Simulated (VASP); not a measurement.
A run of VASP 6.6.1 is set up as follows.

INCAR

```
SYSTEM = Be
PREC = Accurate
ENCUT = 520
EDIFF = 1E-7
ISMEAR = 0
SIGMA = 0.15
LREAL = .FALSE.
LASPH = .TRUE.
NELM = 60
ALGO = Fast
ISIF = 2
LWAVE = .FALSE.
LCHARG = .FALSE.
GGA = PS
NBANDS = 9
```

The input KPOINTS:

```
regular mesh
0
G
  24 24 14
  0 0 0
```

File POSCAR:

```
Be
1.0
    2.4144770842      0.0000000000      0.0000000000
   -1.2072385421      2.0909984917      0.0000000000
    0.0000000000      0.0000000000      3.5108775000
Be
2
Direct
    0.3333333333      0.6666666667      0.2500000000
    0.6666666667      0.3333333333      0.7500000000
```

Potentials or basis: VASP PAW PBE potentials, release 64 (Be).

Launch:

```sh
$ cat potpaw_PBE.64/Be/POTCAR > POTCAR
$ mpirun -np 1 vasp_std > vasp.out
```

Predict the band gap on the k mesh.

zero (bands 2 and 3 overlap by 2.37 eV).

What does it give for the pressure?

-10.9 GPa.

Stress tensor (GPa, compression positive):
```
-16.99   0.00   0.00
  0.00 -16.99   0.00
  0.00   0.00   1.40
```

Caveat: the cell differs from its parent crystal (strain +0.050 along x and y, -0.025 along z); the cell stands under tension; the PAW data sets were made with another functional, which shifts forces and pressure a little.
